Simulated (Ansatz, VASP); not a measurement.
# Sr2AlPtC6N6: VASP beside Ansatz

```
Sr Al Pt C N
1.0
     0.00000    5.39844    5.39844
     5.39844    0.00000    5.39844
     5.39844    5.39844    0.00000
Sr Al Pt C N
2 1 1 6 6
Direct
  0.25000 0.25000 0.25000
  0.75000 0.75000 0.75000
  0.50000 0.50000 0.50000
  0.00000 0.00000 0.00000
  0.79041 0.20959 0.20959
  0.20959 0.79041 0.20959
  0.20959 0.20959 0.79041
  0.20959 0.79041 0.79041
  0.79041 0.20959 0.79041
  0.79041 0.79041 0.20959
  0.68126 0.31874 0.31874
  0.31874 0.68126 0.31874
  0.31874 0.31874 0.68126
  0.31874 0.68126 0.68126
  0.68126 0.31874 0.68126
  0.68126 0.68126 0.31874
```

Alike in both runs: task single point; functional PBE; k mesh 4 × 4 × 4; occupations gaussian, width 0.1 eV; collinear spin.

|  | VASP | Ansatz |
| --- | --- | --- |
| version | VASP 6.6.1 | Ansatz 0.2.0 |
| potentials or method | VASP PAW PBE potentials, release 64 (Sr_sv, Al, Pt, C, N), cutoff 520 eV | scalar-relativistic, plane waves, PAW |
| valence electrons in the cell | 87 | 95 |

```csv
,VASP,Ansatz,Ansatz less VASP
gap on the k mesh at the Fermi level (eV),none,none,-
pressure (GPa),0.4,-0.1,-0.50
rms of the force components (eV/Å),0.162,0.047,-0.1149
net moment per atom (μB),0.00,0.16,+0.157
size of the moment on the site where the two differ most (μB),0.00,0.81,+0.815
```

The net moments are unlike, so the other rows may belong to different states. Site moments also hang on the region over which each program counts them. Atom by atom the forces differ by 0.119 eV/Å (rms over components). A gap of «none» marks a metal or a gap that the smearing closes. VASP's potentials hold 87 valence electrons a cell and Ansatz's 95, so a difference there can come from the potentials and not from the codes.

Neither program's run includes spin-orbit coupling. Noted on VASP's run: the standard files for N, O and F lose accuracy on very short bonds.
